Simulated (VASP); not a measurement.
A run of VASP 6.6.1 is set up as follows.

File INCAR:

```
SYSTEM = Si3Ge
ALGO     = Normal         ! electronic algorithm
EDIFF    = 1E-7           ! SCF threshold, eV
ENCUT    = 520            ! plane-wave cutoff, eV
GGA      = PE             ! functional
ISIF     = 2              ! what is computed and relaxed
ISMEAR   = 0              ! smearing method
LASPH    = .TRUE.         ! aspherical terms in the spheres
LCHARG   = .TRUE.         ! write CHGCAR
LELF     = .TRUE.         ! ELF
LREAL    = .FALSE.        ! projectors in reciprocal space
LVHAR    = .TRUE.       
LWAVE    = .FALSE.        ! write WAVECAR
NBANDS   = 21             ! bands
NELM     = 100            ! most SCF steps
PREC     = Accurate       ! precision mode
SIGMA    = 0.1            ! smearing width, eV
```

Contents of KPOINTS:

```
k-points
0
G
  18 18 18
  0 0 0
```

File POSCAR:

```
Si3Ge
1.0
    1.4122772200      0.8153786332      9.2554267898
   -1.4122772200      0.8153786332      9.2554267898
    0.0000000000     -1.6307572663      9.2554267898
Si Ge
3 1
Direct
    0.7567461600      0.7567461600      0.7567461600
    0.2432538400      0.2432538400      0.2432538400
    0.5000000000      0.5000000000      0.5000000000
    0.0000000000      0.0000000000      0.0000000000
```

Potentials or basis: VASP PAW PBE potentials, release 64 (Si, Ge_d).

Command:

```sh
$ cat potpaw_PBE.64/Si/POTCAR potpaw_PBE.64/Ge_d/POTCAR > POTCAR
$ mpirun -np 1 vasp_std > vasp.out
```

**Question.** Predict the largest force.

**Answer.** 0.004 eV/Å.

**Question.** What does it give for the band gap on the k mesh?

**Answer.** Zero (bands 13 and 14 overlap by 9.99 eV).

**Question.** Estimate the pressure.

**Answer.** 0.0 GPa.

Forces in eV/Å, atoms in the order of the input:
```
Si   0.000  0.000  0.004
Si   0.000  0.000 -0.004
Si   0.000  0.000  0.000
Ge   0.000  0.000  0.000
```
